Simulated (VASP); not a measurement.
**AgCl: single point with r2SCAN**

The system is AgCl.

```
CELL_PARAMETERS angstrom
0.00000 2.66226 2.66226
2.66226 0.00000 2.66226
2.66226 2.66226 0.00000
ATOMIC_POSITIONS crystal
Ag 0.00000 0.00000 0.00000
Cl 0.50000 0.50000 0.50000
```

This cell differs from its parent crystal: strain -4.0%.

| Quantity | Value |
| --- | --- |
| Program | VASP 6.6.1 |
| Task | single point |
| Functional | r2SCAN |
| Potentials or basis | VASP PAW PBE potentials, release 64 (Ag, Cl) |
| Cutoff | 520 eV |
| k mesh | 8 × 8 × 8 |
| Occupations | gaussian, width 0.01 eV |
| Spin | no spin polarisation |

```
Pressure               : 8.4 GPa
Band gap on the k mesh : 1.46 eV (least direct gap 4.20 eV)
```

Levels at points of the mesh, in eV from the valence-band top:
| k point | band 5 | band 6 | band 7 | band 8 | band 9 | band 10 | band 11 | band 12 | band 13 | band 14 |
| --- | --- | --- | --- | --- | --- | --- | --- | --- | --- | --- |
| (0.00, 0.00, 0.00) | -3.00 | -3.00 | -3.00 | -2.95 | -2.95 | 1.46 | 11.28 | 11.28 | 11.28 | 12.62 |
| (0.50, 0.00, 0.00) | -2.52 | -2.52 | -2.12 | 0.00 | 0.00 | 4.36 | 7.92 | 8.00 | 8.00 | 14.31 |
| (0.50, 0.50, 0.00) | -3.45 | -2.71 | -2.36 | -2.36 | -2.15 | 2.69 | 8.19 | 9.71 | 13.05 | 13.05 |

It took 32 s on 1 thread of Intel(R) Xeon(R) 6975P-C (Granite Rapids) (shared host), peak memory 0.17 GiB.

Caveat: the cell differs from its parent crystal (strain -4.0%); the cell stands under pressure; the PAW data sets were made with another functional, which shifts forces and pressure a little. A k mesh can miss the band edges.
